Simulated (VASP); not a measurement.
Write the native input for VASP 6.6.1 that does the following.

* Task: single point
* Functional: LDA
* Potentials or basis: VASP PAW LDA potentials, release 64 (Te)
* Cutoff: 520 eV
* k mesh: 7 × 7 × 5
* Occupations: fermi-dirac, width 0.05 eV
* Spin: no spin polarisation
* Dipole correction: no
* Further INCAR settings: ALGO = Normal; EDIFF = 1e-06; NBANDS = 16

The structure of Te lies in POSCAR:

```
Te
1.0
    4.3630765282      0.0000000000      0.0000000000
   -2.1815382641      3.7785351121      0.0000000000
    0.0000000000      0.0000000000      5.8030681080
Te
3
Direct
    0.7310000000      0.7310000000      0.0000000000
    0.0000000000      0.2690000000      0.6666666667
    0.2690000000      0.0000000000      0.3333333333
```

The input as run:

INCAR

```
SYSTEM = Te
ALGO = Normal
EDIFF = 1E-6
ENCUT = 520
GGA = CA
ISIF = 2
ISMEAR = -1
LASPH = .True.
LCHARG = .False.
LREAL = .False.
LWAVE = .False.
NBANDS = 16
NELM = 100
PREC = Accurate
SIGMA = 0.05
```

KPOINTS

```
k-points
0
Gamma
  7 7 5
  0 0 0
```

Potentials or basis: VASP PAW LDA potentials, release 64 (Te).

Launch:

```bash
$ cat potpaw_LDA.64/Te/POTCAR > POTCAR
$ mpirun -np 1 vasp_std > vasp.out
```

It gave:

- Pressure: 1.5 GPa
- Largest force: 0.429 eV/Å
- Band gap on the k mesh: 0.55 eV (least direct gap 0.78 eV)

Caveat: spin-orbit coupling is left out, which moves the levels of the heavy elements; an odd mesh through Γ misses points on the zone boundary, where band edges can lie.

Run time: 32 s on 1 thread of AMD EPYC 7R13 Processor (Zen 3), with other jobs on the host, peak memory 0.16 GiB.
